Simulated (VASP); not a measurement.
# Al (Fm-3m) in VASP: a series of runs, part 2 of 2

VASP 6.6.1. Earlier steps stand in the parts before.

### 3 Electric field gradients, r2SCAN (functional r2scan, volume scaled by 1.04)

POSCAR reads:

```
Al
1.0
    0.0000000000      2.0506143701      2.0506143701
    2.0506143701      0.0000000000      2.0506143701
    2.0506143701      2.0506143701      0.0000000000
Al
1
Direct
    0.0000000000      0.0000000000      0.0000000000
```

INCAR.step1 reads:

```
SYSTEM = Al
PREC = Accurate
ENCUT = 520
ISMEAR = -1
SIGMA = 0.03
LREAL = .FALSE.
LASPH = .TRUE.
NELM = 80
NBANDS = 8
GGA = PE
ALGO = Normal
EDIFF = 1E-4
LWAVE = .TRUE.
LCHARG = .FALSE.
```

INCAR.step2 reads:

```
SYSTEM = Al
PREC = Accurate
ENCUT = 520
EDIFF = 1E-8
ISMEAR = -1
SIGMA = 0.03
LREAL = .FALSE.
LASPH = .TRUE.
NELM = 80
ALGO = Normal
ISIF = 2
LWAVE = .FALSE.
LCHARG = .FALSE.
METAGGA = R2SCAN
LMIXTAU = .TRUE.
LEFG = .TRUE.
NBANDS = 8
ISTART = 1
```

KPOINTS reads:

```
regular mesh
0
G
  17 17 17
  0 0 0
```

Potentials or basis: VASP PAW PBE potentials, release 64 (Al).

Run with:

```sh
$ cat potpaw_PBE.64/Al/POTCAR > POTCAR
$ cp INCAR.step1 INCAR
$ mpirun -np 1 vasp_std > vasp.out
$ cp INCAR.step2 INCAR
$ mpirun -np 1 vasp_std > vasp.out
```

OUTCAR:

```text
SYSTEM = Al
   PREC = Accurate
   ENCUT = 520
   EDIFF = 1E-8
   ISMEAR = -1
   LREAL = .FALSE.
   LASPH = .TRUE.
   NELM = 80
   ISIF = 2
   METAGGA = R2SCAN
   ISTART = 1

 ion  position               nearest neighbor table
   1  0.000  0.000  0.000-

  LATTYP: Found a face centered cubic cell.
 ALAT       =     4.1012287402

  Lattice vectors:

 A1 = (   0.0000000000,   2.0506143701,   2.0506143701)
 A2 = (   2.0506143701,   0.0000000000,   2.0506143701)
 A3 = (   2.0506143701,   2.0506143701,   0.0000000000)

Analysis of symmetry for initial positions (statically):
=====================================================================
 Subroutine PRICEL returns:
 Original cell was already a primitive cell.

 Routine SETGRP: Setting up the symmetry group for a
 face centered cubic supercell.

 Subroutine GETGRP returns: Found 48 space group operations
 (whereof 48 operations were pure point group operations)
 out of a pool of 48 trial point group operations.

The static configuration has the point symmetry O_h .

Analysis of symmetry for dynamics (positions and initial velocities):
=====================================================================
 Subroutine PRICEL returns:
 Original cell was already a primitive cell.

 Routine SETGRP: Setting up the symmetry group for a
 face centered cubic supercell.

 Subroutine GETGRP returns: Found 48 space group operations
 (whereof 48 operations were pure point group operations)
 out of a pool of 48 trial point group operations.

The dynamic configuration has the point symmetry O_h .

 Subroutine INISYM returns: Found 48 space group operations
 (whereof 48 operations are pure point group operations),
[... 154 lines left out ...]
      4      20.6405      0.00000
      5      22.1822      0.00000
      6      22.1822      0.00000
      7      22.1822      0.00000
      8      24.6116      0.00000
[... 243 lines left out ...]
 k-point    24 :      -0.1176    0.0588    0.0000
  band No.  band energies     occupation
      1      -3.3488      2.00000
      2      15.6863      0.00000
      3      17.7955      0.00000
      4      20.7649      0.00000
      5      22.9400      0.00000
      6      23.3305      0.00000
      7      24.5449      0.00000
      8      24.7430      0.00000

 [... further k-points ...]

------------------------ aborting loop because EDIFF is reached ----------------------------------------

  FORCE on cell =-STRESS in cart. coord.  units (eV):
  Direction    XX          YY          ZZ          XY          YZ          ZX
  --------------------------------------------------------------------------------------
  -------------------------------------------------------------------------------------
  Total       -0.6941011     -0.6941011     -0.6941011      0.0000000      0.0000000     -0.0000000
  in kB      -64.4839041    -64.4839041    -64.4839041      0.0000000      0.0000000     -0.0000000
  external PRESSURE =     -64.4839041 kB  Pullay stress =       0.0000000 kB

 VOLUME and BASIS-vectors are now :
 -----------------------------------------------------------------------------
  energy-cutoff  :      520.00
  volume of cell :       17.25
      direct lattice vectors                 reciprocal lattice vectors
     0.000000000  2.050614370  2.050614370    -0.243829365  0.243829365  0.243829365
     2.050614370  0.000000000  2.050614370     0.243829365 -0.243829365  0.243829365
     2.050614370  2.050614370  0.000000000     0.243829365  0.243829365 -0.243829365

 POSITION                                       TOTAL-FORCE (eV/Angst)
 -----------------------------------------------------------------------------------
      0.00000      0.00000      0.00000        -0.000000     -0.000000      0.000000
 -----------------------------------------------------------------------------------
    total drift:                               -0.000000      0.000000     -0.000000

  FREE ENERGIE OF THE ION-ELECTRON SYSTEM (eV)
  ---------------------------------------------------
  free  energy   TOTEN  =        -6.7107950854 eV

  energy  without entropy=       -6.7091983214  energy(sigma->0) =       -6.70999670

 Electric field gradients (V/A^2)
---------------------------------------------------------------------
 ion       V_xx      V_yy      V_zz      V_xy      V_xz      V_yz
---------------------------------------------------------------------
   1       0.000     0.000     0.000     0.000     0.000     0.000
---------------------------------------------------------------------

 Electric field gradients after diagonalization (V/A^2)
 (convention: |V_zz| > |V_xx| > |V_yy|)
----------------------------------------------------------------------
 ion       V_xx      V_yy      V_zz     asymmetry (V_yy - V_xx)/ V_zz
----------------------------------------------------------------------
   1      -0.000    -0.000     0.000       0.000
----------------------------------------------------------------------

           NMR quadrupolar parameters

 Cq : quadrupolar parameter    Cq=e*Q*V_zz/h
 eta: asymmetry parameters     (V_yy - V_xx)/ V_zz
 Q  : nuclear electric quadrupole moment in mb (millibarn)
----------------------------------------------------------------------
 ion       Cq(MHz)       eta       Q (mb)
----------------------------------------------------------------------
   1       0.000       0.000       1.000
----------------------------------------------------------------------
```

OUTCAR.step1:

```text
SYSTEM = Al
   PREC = Accurate
   ENCUT = 520
   ISMEAR = -1
   LREAL = .FALSE.
   LASPH = .TRUE.
[... 481 lines left out ...]
 -----------------------------------------------------------------------------------
      0.00000      0.00000      0.00000        -0.000000     -0.000000     -0.000000
 -----------------------------------------------------------------------------------
    total drift:                                0.000000     -0.000000     -0.000000

  FREE ENERGIE OF THE ION-ELECTRON SYSTEM (eV)
  ---------------------------------------------------
  free  energy   TOTEN  =        -3.7406721701 eV

  energy  without entropy=       -3.7391132637  energy(sigma->0) =       -3.73989272
```

OSZICAR.step1:

```text
N       E                     dE             d eps       ncg     rms          rms(c)
DAV:   1    -0.237640370361E+01   -0.23764E+01   -0.87248E+02  2648   0.204E+02
DAV:   2    -0.375527936467E+01   -0.13789E+01   -0.13387E+01  3656   0.184E+01
DAV:   3    -0.376247570435E+01   -0.71963E-02   -0.71906E-02  3384   0.152E+00
DAV:   4    -0.376249528212E+01   -0.19578E-04   -0.19578E-04  4184   0.705E-02
DAV:   5    -0.376249532424E+01   -0.42123E-07   -0.42327E-07  3424   0.188E-03    0.123E+00
DAV:   6    -0.374988416383E+01    0.12611E-01   -0.18638E-03  3528   0.205E-01    0.718E-01
DAV:   7    -0.374067831904E+01    0.92058E-02   -0.55604E-03  3392   0.332E-01    0.140E-01
DAV:   8    -0.374067217015E+01    0.61489E-05   -0.14339E-05  3504   0.272E-02
   1 F= -.37406722E+01 E0= -.37398927E+01  d E =-.155891E-02
```

Wall time 4.3 min (1 thread of AMD EPYC 7R13, shared host); peak memory 0.12 GiB.

Results:

| Item | Value |
| --- | --- |
| Free energy | -6.7108 eV |
| Pressure | -6.4 GPa |

Caveat: without QUAD_EFG the Cq values of the log hold for a quadrupole moment of 1 mb, not for the nuclei; the PAW data sets were made with another functional, which shifts forces and pressure a little.
